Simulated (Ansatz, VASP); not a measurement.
Two plane-wave programs on Al

File INCAR:

```
PREC = Accurate
ENCUT = 520
EDIFF = 1E-6
ISMEAR = -1
SIGMA = 0.08
LREAL = False
LASPH = True
NELM = 60
ALGO = Normal
ISIF = 2
LWAVE = False
LCHARG = True
GGA = CA
LELF = True
LVHAR = True
NBANDS = 10
```

File KPOINTS:

```
Automatic mesh
0
Gamma
  15 15 8
```

The input POSCAR:

```
Al
1.0
    2.6591931246      0.0000000000      0.0000000000
   -1.3295965623      2.3029287995      0.0000000000
    0.0000000000      0.0000000000      4.3755788566
Al
2
Direct
    0.3333333333      0.6666666667      0.2500000000
    0.6666666667      0.3333333333      0.7500000000
```

Input for Ansatz:

```yaml
crystal:
  lattice:
    - [2.6591931246, 0.0, 0.0]
    - [-1.3295965623, 2.3029287995, 0.0]
    - [0.0, 0.0, 4.3755788566]
  atoms:
    - { symbol: Al, position: [0.3333333333, 0.6666666667, 0.25] }
    - { symbol: Al, position: [0.6666666667, 0.3333333333, 0.75] }
kpoints:
  mp_grid: { grid: [15, 15, 8] }
scf:
  occupations: { method: fermi_dirac, width: 0.08 }
hamiltonian:
  xc: lda
  pseudopotentials: { kind: paw }
output:
  forces: true
  stress: true
  eigenvalues: true
  populations: true
```

Change from the starting cell: volume scaled by 0.84, PAW files.

Alike in both runs: task single point; functional LDA; k mesh 15 × 15 × 8; occupations fermi-dirac, width 0.08 eV; no spin polarisation.

|  | VASP | Ansatz |
| --- | --- | --- |
| version | VASP 6.6.1 | Ansatz 0.2.0 |
| potentials or method | VASP PAW LDA potentials, release 64 (Al) | PAW with Ansatz's default frozen-core files, scalar-relativistic |
| plane-wave cutoff (eV) | 520 | 420 |
| valence electrons in the cell | 6 | 6 |

|  | VASP | Ansatz | Ansatz less VASP |
| --- | --- | --- | --- |
| pressure (GPa) | 20.8 | 20.5 | -0.22 |

LDA's correlation is that of Perdew and Zunger in VASP and of Perdew and Wang (1992) in Ansatz.
